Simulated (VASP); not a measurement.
Write the native input for VASP 6.6.1 that does the following.

- Task: single point
- Functional: LDA
- Potentials or basis: VASP PAW LDA potentials, release 64 (O)
- Cutoff: 520 eV
- k mesh: 4 × 4 × 6
- Occupations: fermi-dirac, width 0.1 eV
- Spin: no spin polarisation
- Dipole correction: no
- Further INCAR settings: ALGO = Normal; EDIFF = 1e-06; NBANDS = 13

The structure of O lies in POSCAR:

```
O
1.0
    3.9079900000     -4.3948000000      0.0000000000
    3.9079900000      4.3948000000      0.0000000000
   -0.4272000000      0.0000000000      3.7967600000
O
2
Direct
    0.2282100000      0.7717900000      0.0000000000
    0.7717900000      0.2282100000      0.0000000000
```

These files were run (other wordings do the same):

INCAR

```
  PREC = Accurate
  ENCUT = 520
  EDIFF = 1E-6
  ISMEAR = -1
  SIGMA = 0.1
  LREAL = F
  LASPH = T
  NELM = 100
  ALGO = Normal
  ISIF = 2
  LWAVE = F
  LCHARG = F
  NBANDS = 13
```

KPOINTS

```
regular mesh
0
Gamma
  4 4 6
```

Potentials or basis: VASP PAW LDA potentials, release 64 (O).

Launch:

```sh
$ cat potpaw_LDA.64/O/POTCAR > POTCAR
$ mpirun -np 1 vasp_std > vasp.out
```

It gave:

The pressure is -0.7 GPa. The largest force is 0.038 eV/Å. The band gap on the k mesh is zero (band 6 reaches -8.04 eV, above the bottom of band 7 at -8.14 eV).

Run time: 24 s on 1 thread of Intel(R) Xeon(R) 6975P-C (Granite Rapids), with other jobs on the host, peak memory 0.21 GiB.
